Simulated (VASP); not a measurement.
## KMgPd3: single point with PBE

The system is KMgPd3.

```
K Mg Pd
1.0
     4.66672    0.00000    0.00000
     0.00000    4.66672    0.00000
     0.00000    0.00000    4.66672
K Mg Pd
1 1 3
Cartesian
  2.3334 2.3334 2.3334
  0.0000 0.0000 0.0000
  2.3334 2.3334 0.0000
  2.3334 0.0000 2.3334
  0.0000 2.3334 2.3334
```

The cell was built from a structure type or drawn by symmetry, and may not be a known phase.

```yaml
Program: VASP 6.6.1
Task: single point
Functional: PBE
Potentials_or_basis: VASP PAW PBE potentials, release 64 (K_sv, Mg, Pd)
Cutoff: 600 eV
k_mesh: 4 × 4 × 4
Occupations: gaussian, width 0.1 eV
Spin: no spin polarisation
```

```
Pressure               : 11.7 GPa
Band gap on the k mesh : zero (an odd number of electrons rules out a gap without spin polarisation)
```

Levels at points of the mesh, in eV from the Fermi level:
```csv
k point,band 18,band 19,band 20,band 21,band 22,band 23
"(0.00, 0.00, 0.00)",-1.03,-1.03,-0.84,2.16,2.16,2.16
"(0.50, 0.00, 0.00)",-1.47,-1.34,-1.03,-0.21,3.41,4.20
"(0.50, 0.50, 0.00)",-0.93,-0.93,-0.47,-0.21,0.91,0.91
"(0.50, 0.50, 0.50)",-0.86,-0.86,-0.38,-0.38,-0.38,2.38
```

It took 72 s on 1 thread of Intel Xeon 8259CL (shared host), peak memory 0.26 GiB.

Caveat: the cell stands under pressure.
